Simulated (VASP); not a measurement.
Si62C (a cell with a defect): single point with PBEsol

Si62C (a cell with a defect):

```
Si C
1.0
    10.86000    0.00000    0.00000
     0.00000   10.86000    0.00000
     0.00000    0.00000   10.86000
Si C
62 1
Direct
  0.49540 0.00087 0.99957
  0.62244 0.12788 0.12150
  0.74395 0.25635 0.99672
  0.87206 0.37791 0.12154
  0.75046 0.00287 0.24383
  0.87230 0.12756 0.37267
  0.11026 0.11915 0.10799
  0.24666 0.24962 0.00120
  0.37258 0.37496 0.12808
  0.49636 0.50342 0.00318
  0.62468 0.62706 0.12821
  0.75025 0.75307 0.00170
  0.88024 0.88899 0.10944
  0.24377 0.00148 0.24214
  0.37126 0.12515 0.37606
  0.49860 0.25065 0.25306
  0.62501 0.37484 0.37876
  0.74925 0.50138 0.25317
  0.87470 0.62870 0.37604
  0.49911 0.00138 0.50799
  0.63264 0.12277 0.63865
  0.75053 0.24947 0.50595
  0.87701 0.36854 0.63773
  0.76943 0.00237 0.76960
  0.98501 0.01324 0.91724
  0.99925 0.50496 0.99957
  0.12734 0.63089 0.12065
  0.23985 0.76050 0.98918
  0.36940 0.87280 0.12069
  0.99687 0.24907 0.24328
  0.12068 0.37823 0.37248
  0.24713 0.50356 0.24913
  0.37419 0.62563 0.37515
  0.49633 0.75280 0.24931
  0.62125 0.87943 0.37285
  0.99758 0.00259 0.49716
  0.12185 0.12364 0.62543
  0.24514 0.25308 0.49869
  0.37368 0.37378 0.62464
  0.49920 0.50080 0.50152
  0.62607 0.62654 0.62457
  0.74680 0.75502 0.49859
  0.87635 0.87811 0.62514
  0.22640 0.98857 0.75480
  0.36333 0.11805 0.87391
  0.49484 0.24603 0.75283
  0.61989 0.38010 0.87378
  0.75368 0.50545 0.75274
  0.88174 0.63670 0.87393
  0.99858 0.75607 0.24270
  0.12302 0.87721 0.37156
  0.99882 0.50114 0.50729
  0.12566 0.63086 0.63067
  0.24902 0.75135 0.49843
  0.36913 0.87467 0.63106
  0.99755 0.23314 0.76780
  0.12251 0.37573 0.87646
  0.25041 0.50058 0.75014
  0.37166 0.62851 0.87845
  0.49975 0.75001 0.75029
  0.62487 0.87764 0.87673
  0.01126 0.77328 0.75441
  0.09137 0.90820 0.82794
```

```yaml
Program: VASP 6.6.1
Task: single point
Functional: PBEsol
Potentials_or_basis: VASP PAW PBE potentials, release 64 (Si, C)
Cutoff: 520 eV
k_mesh: 1 × 1 × 1
Occupations: fermi-dirac, width 0.05 eV
Spin: collinear spin, zero start
```

```yaml
Largest_force: 0.215 eV/Å
Net_moment: 0.00 μB per cell
Valence_electrons_inside_the_program's_atomic_spheres: Si 1.70, 1.69, 1.66, 1.68, 1.63, 1.67, 1.61, 1.53, 1.65 (each value once); C 2.38
```

Forces in eV/Å, atoms in the order of the input:
```
Si  -0.001  0.008 -0.006
Si  -0.005  0.003  0.010
Si  -0.006  0.002  0.014
Si   0.001  0.004  0.004
Si   0.005 -0.004 -0.021
Si  -0.002  0.004 -0.007
Si   0.000  0.004 -0.028
Si   0.000  0.008  0.001
Si   0.007  0.012 -0.006
Si  -0.009  0.006 -0.017
Si  -0.008 -0.004 -0.001
Si  -0.011 -0.007 -0.002
Si   0.005  0.020 -0.061
Si  -0.008  0.024 -0.025
Si  -0.012  0.001  0.000
Si  -0.009  0.006 -0.004
Si   0.004 -0.004 -0.002
Si  -0.007  0.007 -0.002
Si  -0.011  0.015  0.000
Si  -0.001  0.013 -0.019
Si   0.014 -0.017 -0.001
Si  -0.004  0.004 -0.003
Si   0.010 -0.008 -0.006
Si   0.010  0.021  0.006
Si   0.019 -0.036  0.211
Si  -0.010 -0.003 -0.006
Si  -0.014 -0.006  0.010
Si  -0.027  0.026 -0.013
Si   0.009  0.015  0.008
Si   0.013 -0.007 -0.021
Si  -0.010 -0.013  0.000
Si  -0.003 -0.001 -0.008
Si  -0.004  0.003 -0.004
Si  -0.001  0.003 -0.010
Si   0.014  0.003 -0.001
Si  -0.003  0.000 -0.019
Si  -0.021 -0.010  0.024
Si  -0.016 -0.011  0.016
Si   0.001  0.000 -0.003
Si   0.000  0.000 -0.011
Si   0.000  0.000 -0.004
Si   0.011  0.014  0.015
Si   0.007  0.023  0.023
Si   0.026 -0.004 -0.001
Si  -0.001  0.001 -0.009
Si   0.005 -0.004 -0.014
Si  -0.003  0.005 -0.002
Si   0.004 -0.006 -0.014
Si  -0.003  0.003 -0.007
Si  -0.010  0.006 -0.025
Si  -0.003  0.004 -0.011
Si   0.000  0.003 -0.020
Si  -0.012 -0.007 -0.010
Si  -0.004  0.001 -0.010
Si   0.008  0.013 -0.010
Si  -0.018 -0.019  0.018
Si  -0.013  0.002  0.000
Si   0.004 -0.003 -0.017
Si  -0.004  0.007 -0.007
Si  -0.002  0.000 -0.011
Si   0.001  0.011 -0.002
Si   0.003 -0.028 -0.002
C    0.098 -0.101  0.119
```

Levels at points of the mesh, in eV from the Fermi level:
Spin up:
```tsv
k point	band 124	band 125	band 126	band 127	band 128	band 129
(0.00, 0.00, 0.00)	-0.68	-0.46	-0.18	0.04	0.06	0.31
```
Spin down:
| k point | band 123 | band 124 | band 125 | band 126 | band 127 | band 128 | band 129 | band 130 |
| --- | --- | --- | --- | --- | --- | --- | --- | --- |
| (0.00, 0.00, 0.00) | -0.79 | -0.68 | -0.46 | -0.18 | 0.04 | 0.06 | 0.31 | 0.32 |

Wall time 13 min on 1 thread of Intel(R) Xeon(R) Platinum 8259CL CPU @ 2.50GHz (Skylake/Cascade Lake), on a shared host, peak memory 1.5 GiB.

Caveat: the k points lie up to 0.58 Å⁻¹ apart; the cell carries a net charge on a neutralising background, which shifts energy and pressure; the cell is charged against a uniform background, so pressure and absolute levels hang on convention; the PAW data sets were made with another functional, which shifts forces and pressure a little.
